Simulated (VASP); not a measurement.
# TiC in VASP: single point with PBEsol

Aim: the single point of TiC with PBEsol.

All numbers are computed with VASP 6.6.1; they aren't measurements. Logs are shortened: lines on timing, memory, paths and dates and some standing lists are left out, and cuts for length are marked.

## (1) The cell of the first run

The cell holds a slab with vacuum, 20 atoms: a = 3.036 Å, b = 5.258 Å, c = 29.648 Å, α = 90.00°, β = 90.00°, γ = 125.26°.

## (2) Single point, PBEsol

Input file INCAR:

```
PREC     = Accurate       # precision mode
ENCUT    = 520            # plane-wave cutoff, eV
EDIFF    = 1E-6           # SCF threshold, eV
ISMEAR   = 0              # smearing method
SIGMA    = 0.1            # smearing width, eV
LREAL    = Auto         
LASPH    = True           # aspherical terms in the spheres
NELM     = 100            # most SCF steps
ALGO     = Normal         # electronic algorithm
ISIF     = 2              # what is computed and relaxed
LWAVE    = False          # write WAVECAR
LCHARG   = False          # write CHGCAR
LDIPOL   = True         
IDIPOL   = 3            
DIPOL    = 0.5 0.5 0.500
GGA      = PS             # functional
NBANDS   = 96             # bands
```

Input file KPOINTS:

```
Automatic mesh
0
Gamma
  6 6 1
```

Input file POSCAR:

```
TiC
1.0
    3.0355752600      0.0000000000      0.0000000000
   -3.0355752600      4.2929517020      0.0000000000
    0.0000000000      0.0000000000     29.6480293880
Ti C
10 10
Direct
    1.0000000000      0.5000000000      0.2743120006
    1.0000000000      1.0000000000      0.3201937047
    1.0000000000      0.5000000000      0.3735169263
    0.0000000000      0.0000000000      0.4233415717
    1.0000000000      0.5000000000      0.4747482202
    1.0000000000      1.0000000000      0.5252517971
    1.0000000000      0.5000000000      0.5766584432
    1.0000000000      1.0000000000      0.6264830878
    1.0000000000      0.5000000000      0.6798063088
    1.0000000000      1.0000000000      0.7256880092
    0.5000000000      0.0000000000      0.2698324363
    0.5000000000      0.5000000000      0.3192859582
    0.5000000000      1.0000000000      0.3719833008
    0.5000000000      0.5000000000      0.4229257881
    0.5000000000      0.0000000000      0.4744895902
    0.5000000000      0.5000000000      0.5255104282
    0.5000000000      0.0000000000      0.5770742271
    0.5000000000      0.5000000000      0.6280167170
    0.5000000000      0.0000000000      0.6807140504
    0.5000000000      0.5000000000      0.7301675637
```

Potentials or basis: VASP PAW PBE potentials, release 64 (Ti_sv, C).

On the command line:

```console
$ cat potpaw_PBE.64/Ti_sv/POTCAR potpaw_PBE.64/C/POTCAR > POTCAR
$ mpirun -np 1 vasp_std > vasp.out
```

OUTCAR:

```text
PREC = Accurate
   ENCUT = 520
   EDIFF = 1E-6
   ISMEAR = 0
   LREAL = Auto
   LASPH = True
   NELM = 100
   ISIF = 2
   GGA = PS

 ion  position               nearest neighbor table
   1  0.000  0.500  0.274-  12 2.02  12 2.02  11 2.15  11 2.15
   2  0.000  0.000  0.320-  11 2.13  11 2.13  12 2.15  12 2.15  13 2.16  13 2.16
   3  0.000  0.500  0.374-  14 2.11  14 2.11  13 2.15  13 2.15  12 2.21  12 2.21
   4  0.000  0.000  0.423-  15 2.15  15 2.15  14 2.15  14 2.15  13 2.15  13 2.15
   5  0.000  0.500  0.475-  16 2.14  16 2.14  15 2.15  15 2.15  14 2.16  14 2.16
   6  0.000  0.000  0.525-  15 2.14  15 2.14  16 2.15  16 2.15  17 2.16  17 2.16
   7  0.000  0.500  0.577-  16 2.15  16 2.15  17 2.15  17 2.15  18 2.15  18 2.15
   8  0.000  0.000  0.626-  17 2.11  17 2.11  18 2.15  18 2.15  19 2.21  19 2.21
   9  0.000  0.500  0.680-  20 2.13  20 2.13  19 2.15  19 2.15  18 2.16  18 2.16
  10  0.000  0.000  0.726-  19 2.02  19 2.02  20 2.15  20 2.15
  11  0.500  0.000  0.270-   2 2.13   2 2.13   1 2.15   1 2.15
  12  0.500  0.500  0.319-   1 2.02   1 2.02   2 2.15   2 2.15   3 2.21   3 2.21
  13  0.500  0.000  0.372-   3 2.15   3 2.15   4 2.15   4 2.15   2 2.16   2 2.16
  14  0.500  0.500  0.423-   3 2.11   3 2.11   4 2.15   4 2.15   5 2.16   5 2.16
  15  0.500  0.000  0.474-   6 2.14   6 2.14   4 2.15   4 2.15   5 2.15   5 2.15
  16  0.500  0.500  0.526-   5 2.14   5 2.14   7 2.15   7 2.15   6 2.15   6 2.15
  17  0.500  0.000  0.577-   8 2.11   8 2.11   7 2.15   7 2.15   6 2.16   6 2.16
  18  0.500  0.500  0.628-   8 2.15   8 2.15   7 2.15   7 2.15   9 2.16   9 2.16
  19  0.500  0.000  0.681-  10 2.02  10 2.02   9 2.15   9 2.15   8 2.21   8 2.21
  20  0.500  0.500  0.730-   9 2.13   9 2.13  10 2.15  10 2.15

  LATTYP: Found a simple orthorhombic cell.
 ALAT       =     3.0355752600
 B/A-ratio  =     1.4142135623
 C/A-ratio  =     9.7668569706

  Lattice vectors:

 A1 = (   3.0355752600,   0.0000000000,   0.0000000000)
 A2 = (   0.0000000000,   4.2929517020,   0.0000000000)
 A3 = (   0.0000000000,   0.0000000000,  29.6480293880)

Analysis of symmetry for initial positions (statically):
=====================================================================
 Subroutine PRICEL returns:
 Original cell was already a primitive cell.

 Routine SETGRP: Setting up the symmetry group for a
 simple orthorhombic supercell.

 Subroutine GETGRP returns: Found  8 space group operations
 (whereof  4 operations were pure point group operations)
 out of a pool of  8 trial point group operations.

The static configuration has the point symmetry C_2v.
 The point group associated with its full space group is D_2h.

Analysis of symmetry for dynamics (positions and initial velocities):
=====================================================================
 Subroutine PRICEL returns:
 Original cell was already a primitive cell.
[... 153 lines left out ...]
   IALGO  =     38    algorithm
   IMIX   =      4    mixing-type and parameters
     AMIX     =   0.40;   BMIX     =  1.00
     AMIX_MAG =   1.60;   BMIX_MAG =  1.00
  volume/ion in A,a.u.               =      19.32       130.36
  Fermi-wavevector in a.u.,A,eV,Ry     =   1.220255  2.305947 20.259373  1.489022
  Thomas-Fermi vector in A             =   2.355479
   LORBIT       =      0    0 simple, 1 ext, 2 COOP (PROOUT), +10 PAW based schemes
   GGA     = PS    functional components
   LHFCALC =     F    Hartree Fock is set to
   AEXX    =    0.0000 exact exchange contribution
   IVDW    =     0    specifies the selected vdW correction
   LEPSILON=     F    determine dielectric tensor
   LRPA    =     F    only Hartree local field effects (RPA)
 non-spin polarized calculation
 Gauss-broadening in eV      SIGMA  =   0.10
  energy-cutoff  :      520.00
  volume of cell :      386.36
 maximum number of plane-waves:     10460
 NGX is ok and might be reduce to    24
   NGX = 11   NGY = 19   NGZ =111

 number of electron     160.0000041 magnetization

 dipolmoment           0.000000      0.000000     -0.000006 electrons x Angstroem

 Free energy of the ion-electron system (eV)
  ---------------------------------------------------
  ext. energy  EPLUGINS =         0.00000000
  ---------------------------------------------------
  free energy    TOTEN  =      -191.58675711 eV

  energy without entropy =     -191.55601251  energy(sigma->0) =     -191.57138481

 E-fermi :   3.0451     XC(G=0):  -7.3092

 val. band max:        3.0447308937   @ k =  -0.1667   0.1667   0.0000
 cond. band min:       3.1198314128   @ k =  -0.3333   0.1667   0.0000
 fundamental gap:      0.0751005191
 Fermi energy:         3.0450544330

 k-point     1 :       0.0000    0.0000    0.0000
  band No.  band energies     occupation
      1     -53.5252      2.00000
      2     -53.5251      2.00000
      3     -53.2875      2.00000
      4     -53.2795      2.00000
      5     -53.2436      2.00000
      6     -53.1978      2.00000
[... 1509 lines left out ...]
     91       5.0863      0.00000
     92       5.0864      0.00000
 [bands above 92 left out]

------------------------ aborting loop because EDIFF is reached ----------------------------------------

 vacuum level on the upper side and lower side of the slab       (xc-potential included)        -0.205        -0.205

  FORCE on cell =-STRESS in cart. coord.  units (eV):
  Direction    XX          YY          ZZ          XY          YZ          ZX
  --------------------------------------------------------------------------------------
  -------------------------------------------------------------------------------------
  Total        5.1396262     -9.1629384      0.5991956      0.0000000      0.0000000      0.0000000
  in kB       21.3132305    -37.9972800      2.4847710      0.0000000      0.0000000      0.0000000
  external PRESSURE =      -4.7330929 kB  Pullay stress =       0.0000000 kB

 VOLUME and BASIS-vectors are now :
 -----------------------------------------------------------------------------
  energy-cutoff  :      520.00
  volume of cell :      386.36
      direct lattice vectors                 reciprocal lattice vectors
     3.035575260  0.000000000  0.000000000     0.329426851  0.232939961  0.000000000
    -3.035575260  4.292951702  0.000000000     0.000000000  0.232939961  0.000000000
     0.000000000  0.000000000 29.648029388     0.000000000  0.000000000  0.033729055

 POSITION                                       TOTAL-FORCE (eV/Angst)
 -----------------------------------------------------------------------------------
     -1.51779      2.14648      8.13281        -0.000000      0.000000     -0.050064
      0.00000      0.00000      9.49311        -0.000000      0.000000      0.028951
     -1.51779      2.14648     11.07404         0.000000      0.000000     -0.019156
      0.00000      0.00000     12.55124        -0.000000      0.000000      0.058580
     -1.51779      2.14648     14.07535        -0.000000      0.000000     -0.072759
      0.00000      0.00000     15.57268        -0.000000      0.000000      0.072759
[... 12 lines left out ...]
      1.51779      0.00000     20.18183        -0.000000      0.000000     -0.031540
      0.00000      2.14648     21.64803        -0.000000      0.000000      0.029937
 -----------------------------------------------------------------------------------
    total drift:                               -0.000000     -0.000000     -0.002110

  FREE ENERGIE OF THE ION-ELECTRON SYSTEM (eV)
  ---------------------------------------------------
  free  energy   TOTEN  =      -191.5867571128 eV

  energy  without entropy=     -191.5560125118  energy(sigma->0) =     -191.57138481

 vacuum level on the upper side and lower side of the slab         6.931         6.931
```

OSZICAR:

```text
N       E                     dE             d eps       ncg     rms          rms(c)
DAV:   1     0.239093177150E+04    0.23909E+04   -0.81775E+04  3240   0.183E+03
DAV:   2     0.187794742412E+03   -0.22031E+04   -0.21437E+04  3112   0.587E+02
DAV:   3    -0.189871859058E+03   -0.37767E+03   -0.36614E+03  4632   0.213E+02
[... 23 lines left out ...]
DAV:  27    -0.191586731272E+03   -0.47997E-04   -0.37364E-06  2544   0.423E-03    0.130E-03
DAV:  28    -0.191586740583E+03   -0.93109E-05   -0.49779E-07  2224   0.308E-03    0.828E-04
DAV:  29    -0.191586754378E+03   -0.13795E-04   -0.15885E-06  2344   0.210E-03    0.776E-04
DAV:  30    -0.191586756569E+03   -0.21914E-05   -0.19360E-07  2152   0.188E-03    0.478E-04
DAV:  31    -0.191586757113E+03   -0.54377E-06   -0.49914E-08  1968   0.897E-04
   1 F= -.19158676E+03 E0= -.19157138E+03  d E =-.307446E-01
```

stdout:

```text
POSCAR found type information on POSCAR TiC
 POSCAR found :  2 types and      20 ions
 scaLAPACK will be used
 -----------------------------------------------------------------------------
|                                                                             |
|                                                                             |
|     You enforced a specific xc type in the INCAR file but a different       |
|     I HOPE YOU KNOW WHAT YOU ARE DOING!                                     |
|                                                                             |
 -----------------------------------------------------------------------------

 LDA part: xc-table for (Slater+PW92), standard interpolation
 POSCAR, INCAR and KPOINTS ok, starting setup
 FFT: planning ... GRIDC
 FFT: planning ... GRID_SOFT
 FFT: planning ... GRID
 WAVECAR not read
 entering main loop
```

It took 15 min on 1 thread of Intel Xeon 6975P-C (Granite Rapids), shared host; peak memory 0.69 GiB.

What came out:

```yaml
Free_energy: -191.5868 eV
Largest_force: 0.073 eV/Å
Band_gap_on_the_k_mesh: zero (band 80 reaches 3.56 eV, above the bottom of band 81 at 2.92 eV)
```

Forces on the atoms (eV/Å):
```
Ti   0.000  0.000 -0.050
Ti   0.000  0.000  0.029
Ti   0.000  0.000 -0.019
Ti   0.000  0.000  0.059
Ti   0.000  0.000 -0.073
Ti   0.000  0.000  0.073
Ti   0.000  0.000 -0.059
Ti   0.000  0.000  0.019
Ti   0.000  0.000 -0.029
Ti   0.000  0.000  0.050
C    0.000  0.000 -0.030
C    0.000  0.000  0.032
C    0.000  0.000 -0.017
C    0.000  0.000  0.028
C    0.000  0.000 -0.044
C    0.000  0.000  0.044
C    0.000  0.000 -0.028
C    0.000  0.000  0.017
C    0.000  0.000 -0.032
C    0.000  0.000  0.030
```

Levels at points of the mesh, in eV from the Fermi level:
```tsv
k point	band 78	band 79	band 80	band 81	band 82	band 83
(0.00, 0.00, 0.00)	0.23	0.36	0.52	0.59	0.63	0.78
(0.50, 0.00, 0.00)	-2.22	-1.53	-1.53	0.90	0.90	2.10
(0.00, 0.50, 0.00)	-1.23	-0.27	-0.27	-0.12	-0.12	0.79
(0.50, 0.50, 0.00)	-0.61	-0.31	-0.31	0.18	0.18	0.46
```

Caveat: the k points lie up to 0.42 Å⁻¹ apart; the PAW data sets were made with another functional, which shifts forces and pressure a little.
